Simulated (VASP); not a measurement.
Here is a VASP 6.6.1 calculation.

The input INCAR:

```
SYSTEM = TiPd3
  PREC = Accurate
  ENCUT = 520
  EDIFF = 1E-8
  ISMEAR = 1
  SIGMA = 0.15
  LREAL = .FALSE.
  LASPH = .TRUE.
  NELM = 60
  ALGO = Normal
  ISIF = 2
  LWAVE = .FALSE.
  LCHARG = .FALSE.
  NBANDS = 29
  IBRION = 8
  NSW = 1
```

Contents of KPOINTS:

```
regular mesh
0
G
  7 7 7
  0 0 0
```

POSCAR

```
TiPd3
1.0
    3.8200000000      0.0000000000      0.0000000000
    0.0000000000      3.8200000000      0.0000000000
    0.0000000000      0.0000000000      3.8200000000
Ti Pd
1 3
Direct
    0.0000000000      0.0000000000      0.0000000000
    0.0000000000      0.5000000000      0.5000000000
    0.5000000000      0.0000000000      0.5000000000
    0.5000000000      0.5000000000      0.0000000000
```

Potentials or basis: VASP PAW LDA potentials, release 64 (Ti_sv, Pd).

The run is started by

```sh
$ cat potpaw_LDA.64/Ti_sv/POTCAR potpaw_LDA.64/Pd/POTCAR > POTCAR
$ mpirun -np 1 vasp_std > vasp.out
```

Problem. Predict the highest phonon frequency at Γ, LO-TO splitting left out.

Solution. 231 cm⁻¹.

Phonon frequencies in cm⁻¹ (negative: imaginary):
| q point | frequencies |
| --- | --- |
| (0.000, 0.000, 0.000) | 0 0 0 150 150 150 167 167 167 231 231 231 |

Caveat: the cell wasn't relaxed at this level first, which shifts response properties.
